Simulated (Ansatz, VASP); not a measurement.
## One calculation of SrO, two programs

File INCAR:

```
PREC = Accurate
ENCUT = 520
EDIFF = 1E-7
ISMEAR = 0
SIGMA = 0.01
LREAL = F
LASPH = T
NELM = 60
ALGO = Normal
ISIF = 2
LWAVE = F
LCHARG = F
GGA = PE
NBANDS = 15
```

KPOINTS

```
Automatic mesh
0
Gamma
  8 8 8
```

The input POSCAR:

```
SrO
1.0
    0.0000000000      2.5711351541      2.5711351541
    2.5711351541      0.0000000000      2.5711351541
    2.5711351541      2.5711351541      0.0000000000
Sr O
1 1
Direct
    0.5000000000      0.5000000000      0.5000000000
    0.0000000000      0.0000000000      0.0000000000
```

Input for Ansatz:

```yaml
crystal:
  lattice:
    - [0.0, 2.5711351541, 2.5711351541]
    - [2.5711351541, 0.0, 2.5711351541]
    - [2.5711351541, 2.5711351541, 0.0]
  atoms:
    - { symbol: Sr, position: [0.5, 0.5, 0.5] }
    - { symbol: O, position: [0.0, 0.0, 0.0] }
kpoints:
  mp_grid: { grid: [8, 8, 8] }
hamiltonian:
  xc: pbe
scf:
  occupations: { method: fixed }
  n_extra_bands: 4
output:
  forces: true
  stress: true
  eigenvalues: true
```

Alike in both runs: task single point; functional PBE; k mesh 8 × 8 × 8; no spin polarisation.

|  | VASP | Ansatz |
| --- | --- | --- |
| version | VASP 6.6.1 | Ansatz 0.2.0 |
| potentials or method | VASP PAW PBE potentials, release 64 (Sr_sv, O) | plane waves, PAW |
| plane-wave cutoff (eV) | 520 | 420 |
| occupations | gaussian, width 0.01 eV | fixed |
| valence electrons in the cell | 16 | 16 |

Ansatz gave:

```
gap on the k mesh at the Fermi level (eV) : 3.31
pressure (GPa)                            : 2.8
```

Task: Which values does VASP return?

Result: gap on the k mesh at the Fermi level (eV): 3.26; pressure (GPa): 3.4.
